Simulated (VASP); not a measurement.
# SiNi (Pnma) in VASP: notebook, part 2 of 2

VASP 6.6.1. Earlier steps stand in the parts before.

## (4) Single point, PBE (volume scaled by 1.06, then relaxed in part)

Input file INCAR:

```
SYSTEM = SiNi
ALGO = Normal
EDIFF = 1E-7
ENCUT = 520
GGA = PE
ISIF = 2
ISMEAR = 0
LASPH = .TRUE.
LCHARG = .FALSE.
LREAL = .FALSE.
LWAVE = .FALSE.
NBANDS = 38
NELM = 80
PREC = Accurate
SIGMA = 0.1
```

Input file KPOINTS:

```
k-points
0
G
  8 10 6
  0 0 0
```

Input file POSCAR:

```
SiNi
1.0
    5.2484738972      0.0000000000      0.0000000000
    0.0000000000      3.4276651367      0.0000000000
    0.0000000000      0.0000000000      5.7607253215
Si Ni
4 4
Direct
    0.3183244300      0.7500000000      0.0821464277
    0.1816755700      0.2500000000      0.5821464277
    0.8183244300      0.7500000000      0.4178535723
    0.6816755700      0.2500000000      0.9178535723
    0.0057354846      0.2500000000      0.1916634505
    0.4942645154      0.7500000000      0.6916634505
    0.5057354846      0.2500000000      0.3083365495
    0.9942645154      0.7500000000      0.8083365495
```

Potentials or basis: VASP PAW PBE potentials, release 64 (Si, Ni).

Run with:

```bash
> cat potpaw_PBE.64/Si/POTCAR potpaw_PBE.64/Ni/POTCAR > POTCAR
> mpirun -np 1 vasp_std > vasp.out
```

OUTCAR:

```text
SYSTEM = SiNi
   EDIFF = 1E-7
   ENCUT = 520
   GGA = PE
   ISIF = 2
   ISMEAR = 0
   LASPH = .TRUE.
   LREAL = .FALSE.
   NELM = 80
   PREC = Accurate

 ion  position               nearest neighbor table
   1  0.318  0.750  0.082-   8 2.32   7 2.37   7 2.37   6 2.43   5 2.45   5 2.45   4 2.73   4 2.73

   2  0.182  0.250  0.582-   7 2.32   8 2.37   8 2.37   5 2.43   6 2.45   6 2.45   3 2.73   3 2.73

   3  0.818  0.750  0.418-   6 2.32   5 2.37   5 2.37   8 2.43   7 2.45   7 2.45   2 2.73   2 2.73

   4  0.682  0.250  0.918-   5 2.32   6 2.37   6 2.37   7 2.43   8 2.45   8 2.45   1 2.73   1 2.73

   5  0.006  0.250  0.192-   4 2.32   3 2.37   3 2.37   2 2.43   1 2.45   1 2.45   7 2.71   7 2.71
                             8 2.80   8 2.80
   6  0.494  0.750  0.692-   3 2.32   4 2.37   4 2.37   1 2.43   2 2.45   2 2.45   8 2.71   8 2.71
                             7 2.80   7 2.80
   7  0.506  0.250  0.308-   2 2.32   1 2.37   1 2.37   4 2.43   3 2.45   3 2.45   5 2.71   5 2.71
                             6 2.80   6 2.80
   8  0.994  0.750  0.808-   1 2.32   2 2.37   2 2.37   3 2.43   4 2.45   4 2.45   6 2.71   6 2.71
                             5 2.80   5 2.80

  LATTYP: Found a simple orthorhombic cell.
 ALAT       =     3.4276651367
 B/A-ratio  =     1.5312096392
 C/A-ratio  =     1.6806558085

  Lattice vectors:

 A1 = (   0.0000000000,  -3.4276651367,   0.0000000000)
 A2 = (   5.2484738972,   0.0000000000,   0.0000000000)
 A3 = (   0.0000000000,   0.0000000000,   5.7607253215)

Analysis of symmetry for initial positions (statically):
=====================================================================
 Subroutine PRICEL returns:
 Original cell was already a primitive cell.

 Routine SETGRP: Setting up the symmetry group for a
 simple orthorhombic supercell.

 Subroutine GETGRP returns: Found  8 space group operations
 (whereof  2 operations were pure point group operations)
 out of a pool of  8 trial point group operations.

The static configuration has the point symmetry S_2 .
 The point group associated with its full space group is D_2h.

Analysis of symmetry for dynamics (positions and initial velocities):
=====================================================================
 Subroutine PRICEL returns:
 Original cell was already a primitive cell.

 Routine SETGRP: Setting up the symmetry group for a
 simple orthorhombic supercell.

 Subroutine GETGRP returns: Found  8 space group operations
 (whereof  2 operations were pure point group operations)
 out of a pool of  8 trial point group operations.

The dynamic configuration has the point symmetry S_2 .
 The point group associated with its full space group is D_2h.

 Subroutine INISYM returns: Found  8 space group operations
 (whereof  2 operations are pure point group operations),
 and found     1 'primitive' translations

----------------------------------------------------------------------------------------

                                     Primitive cell

  volume of cell :     103.6355

  direct lattice vectors                    reciprocal lattice vectors
     5.248473897  0.000000000  0.000000000     0.190531575  0.000000000  0.000000000
[... 52 lines left out ...]

 Following reciprocal coordinates:
            Coordinates               Weight
  0.000000  0.000000  0.000000      1.000000
  0.125000  0.000000  0.000000      2.000000
  0.250000  0.000000  0.000000      2.000000
  0.375000  0.000000  0.000000      2.000000
  0.500000  0.000000  0.000000      1.000000
  0.000000  0.100000  0.000000      2.000000
[... 16 lines left out ...]
  0.250000  0.400000  0.000000      4.000000
  0.375000  0.400000  0.000000      4.000000
 [... further k-points ...]
   k-points           NKPTS =    120   k-points in BZ     NKDIM =    120   number of bands    NBANDS=     38
   number of dos      NEDOS =    301   number of ions     NIONS =      8
   total plane-waves  NPLWV =  53760
   dimension x,y,z NGX =    40 NGY =   28 NGZ =   48
   dimension x,y,z NGXF=    80 NGYF=   56 NGZF=   96
   ions per type =               4   4
   NGX,Y,Z   is equivalent  to a cutoff of  12.67, 13.58, 13.85 a.u.
   NGXF,Y,Z  is equivalent  to a cutoff of  25.34, 27.16, 27.70 a.u.
 SYSTEM =  SiNi
   PREC   = accura    normal or accurate (medium, high low for compatibility)
   ISTART =      0    job   : 0-new  1-cont  2-samecut
   ICHARG =      2    charge: 1-file 2-atom 10-const
   ISPIN  =      1    spin polarized calculation?
   LNONCOLLINEAR =      F non collinear calculations
   LSORBIT =      F    spin-orbit coupling
   LASPH  =      T    aspherical Exc in radial PAW
   ENCUT  =  520.0 eV  38.22 Ry    6.18 a.u.   9.76  6.37 10.71*2*pi/ulx,y,z
   NELM   =     80;   NELMIN=  2; NELMDL= -5     # of ELM steps
   EDIFF  = 0.1E-06   stopping-criterion for ELM
   LREAL  =      F    real-space projection
   EDIFFG = 0.1E-05   stopping-criterion for IOM
   NSW    =      0    number of steps for IOM
   IBRION =     -1    ionic relax: 0-MD 1-quasi-New 2-CG
   NFREE  =      0    steps in history (QN), initial steepest desc. (CG)
   ISIF   =      2    stress and relaxation
   ISYM   =      2    0-nonsym 1-usesym 2-fastsym
   POTIM  = 0.5000    time-step for ionic-motion
   TEBEG  =    0.0;   TEEND  =   0.0 temperature during run
   PSTRESS=    0.0 pullay stress
   NELECT =      56.0000    total number of electrons
   NUPDOWN=      -1.0000    fix difference up-down
   EMIN   =  10.00;   EMAX   =-10.00  energy-range for DOS
   EFERMI =   0.00;   METHOD = LEGACY
   ISMEAR =     0;   SIGMA  =   0.10  broadening in eV -4-tet -1-fermi 0-gaus
   EFERMI_NEDOS =   21; number of points for ismear=-14 and -15
   IALGO  =     38    algorithm
   IMIX   =      4    mixing-type and parameters
     AMIX     =   0.40;   BMIX     =  1.00
     AMIX_MAG =   1.60;   BMIX_MAG =  1.00
  volume/ion in A,a.u.               =      12.95        87.42
  Fermi-wavevector in a.u.,A,eV,Ry     =   1.333423  2.519804 24.191392  1.778017
  Thomas-Fermi vector in A             =   2.462283
   LORBIT       =      0    0 simple, 1 ext, 2 COOP (PROOUT), +10 PAW based schemes
   GGA     = PE    functional components
   LHFCALC =     F    Hartree Fock is set to
   AEXX    =    0.0000 exact exchange contribution
   IVDW    =     0    specifies the selected vdW correction
   LEPSILON=     F    determine dielectric tensor
   LRPA    =     F    only Hartree local field effects (RPA)
 non-spin polarized calculation
 Gauss-broadening in eV      SIGMA  =   0.10
  energy-cutoff  :      520.00
  volume of cell :      103.64
 maximum number of plane-waves:      2815
 NGX is ok and might be reduce to    40
   NGX = 19   NGY = 13   NGZ = 21

 number of electron      56.0000015 magnetization

 Free energy of the ion-electron system (eV)
  ---------------------------------------------------
  ext. energy  EPLUGINS =         0.00000000
  ---------------------------------------------------
  free energy    TOTEN  =       -47.44770245 eV

  energy without entropy =      -47.43782865  energy(sigma->0) =      -47.44276555

 E-fermi :   9.4795     XC(G=0): -11.8800

 val. band max:        9.4510741802   @ k =   0.1250   0.2000   0.3333
 cond. band min:       9.4835255152   @ k =   0.2500   0.0000   0.1667
 fundamental gap:      0.0324513350
 Fermi energy:         9.4794908496

 k-point     1 :       0.0000    0.0000    0.0000
  band No.  band energies     occupation
      1      -2.9495      2.00000
      2       0.1909      2.00000
      3       1.4582      2.00000
      4       1.9618      2.00000
      5       3.3474      2.00000
      6       3.7669      2.00000
[... 973 lines left out ...]
     37      15.2726      0.00000
     38      15.8198      0.00000

 [... further k-points ...]
[... 5 lines left out ...]
  --------------------------------------------------------------------------------------
  -------------------------------------------------------------------------------------
  Total       -5.3568749     -5.4478521     -5.3653381      0.0000000      0.0000000      0.0000000
  in kB      -82.8158554    -84.2223386    -82.9466939      0.0000000      0.0000000      0.0000000
  external PRESSURE =     -83.3282960 kB  Pullay stress =       0.0000000 kB

 VOLUME and BASIS-vectors are now :
 -----------------------------------------------------------------------------
  energy-cutoff  :      520.00
  volume of cell :      103.64
      direct lattice vectors                 reciprocal lattice vectors
     5.248473897  0.000000000  0.000000000     0.190531575  0.000000000  0.000000000
     0.000000000  3.427665137  0.000000000     0.000000000  0.291743785  0.000000000
     0.000000000  0.000000000  5.760725321     0.000000000  0.000000000  0.173589252

 POSITION                                       TOTAL-FORCE (eV/Angst)
 -----------------------------------------------------------------------------------
      1.67072      2.57075      0.47322        -0.000002      0.000000     -0.001047
      0.95352      0.85692      3.35359         0.000002      0.000000     -0.001047
      4.29495      2.57075      2.40714        -0.000002      0.000000      0.001047
      3.57776      0.85692      5.28750         0.000002     -0.000000      0.001047
      0.03010      0.85692      1.10412         0.009049      0.000000      0.000125
      2.59413      2.57075      3.98448        -0.009049     -0.000000      0.000125
      2.65434      0.85692      1.77624         0.009049      0.000000     -0.000125
      5.21837      2.57075      4.65660        -0.009049      0.000000     -0.000125
 -----------------------------------------------------------------------------------
    total drift:                                0.000000      0.000000      0.000000

  FREE ENERGIE OF THE ION-ELECTRON SYSTEM (eV)
  ---------------------------------------------------
  free  energy   TOTEN  =       -47.4477024461 eV

  energy  without entropy=      -47.4378286534  energy(sigma->0) =      -47.44276555
```

Wall time 12 min (1 thread of Oxide Virtual Turin-like, shared host); peak memory 0.43 GiB.

What came out:

| Property | Result |
| --- | --- |
| Free energy | -47.4477 eV |
| Pressure | -8.3 GPa |
| Largest force | 0.009 eV/Å |
| Band gap on the k mesh | zero (band 28 reaches 10.46 eV, above the bottom of band 29 at 8.74 eV) |

Forces in eV/Å, atoms in the order of the input:
```
Si   0.000  0.000 -0.001
Si   0.000  0.000 -0.001
Si   0.000  0.000  0.001
Si   0.000  0.000  0.001
Ni   0.009  0.000  0.000
Ni  -0.009  0.000  0.000
Ni   0.009  0.000  0.000
Ni  -0.009  0.000  0.000
```

Stress tensor (GPa, compression positive):
```
-8.28  0.00  0.00
 0.00 -8.42  0.00
 0.00  0.00 -8.29
```

 Spin polarisation is off, so any magnetic state and its effect on volume and gap are missing.

## (5) Overview

```csv
cell,gap on the mesh (eV),pressure (GPa),largest force (eV/Å)
"a = 5.306, b = 3.463, c = 5.853 Å, 8 atoms",none,-12.5,0.01
"a = 5.202, b = 3.401, c = 5.691 Å, 8 atoms",none,-4.5,0.01
"a = 5.248, b = 3.428, c = 5.761 Å, 8 atoms",none,-8.3,0.01
```

Alike in all rows: task single point; level PBE; potentials or basis VASP PAW PBE potentials, release 64 (Si, Ni); no spin polarisation; k mesh 8 × 10 × 6; cutoff (eV) 520; smearing gaussian 0.1 eV.

Total energies depend on the potentials used, so only differences within one code and one set of settings carry meaning.
